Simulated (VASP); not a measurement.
Write the native input for VASP 6.6.1 that does the following.

```yaml
Task: single point
Functional: PBE
Potentials_or_basis: VASP PAW PBE potentials, release 64 (Fe, Si)
Cutoff: 520 eV
k_mesh: 4 × 4 × 4
Occupations: gaussian, width 0.1 eV
Spin: collinear spin, ferromagnetic start
Starting_moments: "[1.14, 1.14, 1.14, 1.14, 0.0, 0.0, 0.0, 0.0] μB"
Dipole_correction: no
Further_INCAR_settings: ALGO = Normal; EDIFF = 1e-06; NBANDS = 38
```

The structure of FeSi lies in POSCAR:

```
FeSi
1.0
    4.4457760117      0.0000000000      0.0000000000
    0.0000000000      4.4457760117      0.0000000000
    0.0000000000      0.0000000000      4.4457760117
Fe Si
4 4
Direct
    0.1364571882      0.1364571882      0.1364571882
    0.3635428118      0.8635428118      0.6364571882
    0.6364571882      0.3635428118      0.8635428118
    0.8635428118      0.6364571882      0.3635428118
    0.8411356542      0.8411356542      0.8411356542
    0.6588643458      0.1588643458      0.3411356542
    0.3411356542      0.6588643458      0.1588643458
    0.1588643458      0.3411356542      0.6588643458
```

These files were run (other wordings do the same):

INCAR

```
PREC = Accurate
ENCUT = 520
EDIFF = 1E-6
ISMEAR = 0
SIGMA = 0.1
LREAL = False
LASPH = True
NELM = 150
ALGO = Normal
ISIF = 2
LWAVE = False
LCHARG = False
ISPIN = 2
MAGMOM = 1.14 1.14 1.14 1.14 0 0 0 0
LORBIT = 11
LMAXMIX = 4
GGA = PE
NBANDS = 38
```

KPOINTS

```
Automatic mesh
0
Gamma
  4 4 4
```

Potentials or basis: VASP PAW PBE potentials, release 64 (Fe, Si).

The run is started by

```bash
$ cat potpaw_PBE.64/Fe/POTCAR potpaw_PBE.64/Si/POTCAR > POTCAR
$ mpirun -np 1 vasp_std > vasp.out
```

It gave:

| Item | Value |
| --- | --- |
| Pressure | 0.4 GPa |
| Largest force | 0.025 eV/Å |
| Band gap on the k mesh | 0.17 eV, indirect (least direct gap 0.20 eV) |
| Net moment | 0.00 μB per cell |
| Valence electrons inside the program's atomic spheres | Fe 7.66; Si 1.64 |

Wall time 35 s on 1 thread of Intel(R) Xeon(R) 6975P-C (Granite Rapids) (shared host), peak memory 0.25 GiB.
